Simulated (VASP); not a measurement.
Wanted: the native input for a VASP 6.6.1 run.

```yaml
Task: single point
Functional: PBEsol
Potentials_or_basis: VASP PAW PBE potentials, release 64 (Si, Ga_d)
Cutoff: 520 eV
k_mesh: 2 × 2 × 2
Occupations: gaussian, width 0.05 eV
Spin: collinear spin, zero start
Starting_moments: "[0.0, 0.0, 0.0, 0.0, 0.0, 0.0, 0.0, 0.0, 0.0, 0.0, 0.0, 0.0, 0.0, 0.0, 0.0, 0.0, 0.0] μB"
Dipole_correction: no
Further_INCAR_settings: LREAL = Auto; ALGO = Normal; EDIFF = 1e-06; NBANDS = 56
```

The structure of GaSi16 (a cell with a defect) lies in POSCAR:

```
GaSi16
1.0
    0.0000000000      5.4300000000      5.4300000000
    5.4300000000      0.0000000000      5.4300000000
    5.4300000000      5.4300000000      0.0000000000
Si Ga
16 1
Direct
    0.0000054328     -0.0000050645     -0.0000087477
    0.1236714549      0.1236736648      0.1236744015
    0.0025902394      0.0026298343      0.4973788214
    0.1236830571      0.1236850829      0.6289493554
    0.0025850829      0.4973795580      0.0026384899
    0.1236804788      0.6289561694      0.1236832413
    0.0026079190      0.4973994475      0.4973944751
    0.1382004604      0.6205997238      0.6205993554
    0.4973807551      0.0026104052      0.0026244015
    0.6289755064      0.1236755064      0.1236762431
    0.4974008287      0.0026332413      0.4973820442
    0.6205592081      0.1383238490      0.6205577348
    0.4973963168      0.4973825046      0.0026423573
    0.6205444751      0.6205433702      0.1383674954
    0.4999399632      0.5000539595      0.5000944751
    0.6206104972      0.6206099448      0.6206097606
    0.7499227440      0.7500693370      0.7501212707
```

The input as run:

INCAR

```
SYSTEM = GaSi16
PREC = Accurate
ENCUT = 520
EDIFF = 1E-6
ISMEAR = 0
SIGMA = 0.05
LREAL = Auto
LASPH = .True.
NELM = 150
ALGO = Normal
ISIF = 2
LWAVE = .False.
LCHARG = .False.
ISPIN = 2
MAGMOM = 0 0 0 0 0 0 0 0 0 0 0 0 0 0 0 0 0
LORBIT = 11
GGA = PS
NBANDS = 56
```

KPOINTS

```
Automatic mesh
0
Gamma
  2 2 2
  0 0 0
```

Potentials or basis: VASP PAW PBE potentials, release 64 (Si, Ga_d).

The run is started by

```console
$ cat potpaw_PBE.64/Si/POTCAR potpaw_PBE.64/Ga_d/POTCAR > POTCAR
$ mpirun -np 1 vasp_std > vasp.out
```

It gave:

```
Pressure                                              : 4.3 GPa
Largest force                                         : 0.006 eV/Å
Net moment                                            : 0.00 μB per cell
Valence electrons inside the program's atomic spheres : Si 1.70, 1.67, 1.76 (each value once); Ga 11.87
```

Caveat: the k points lie up to 0.50 Å⁻¹ apart; no moment was typed at the start, so none could form; the PAW data sets were made with another functional, which shifts forces and pressure a little.

It took 5.6 min on 1 thread of Intel(R) Xeon(R) 6975P-C (Granite Rapids), with other jobs on the host, peak memory 0.71 GiB.
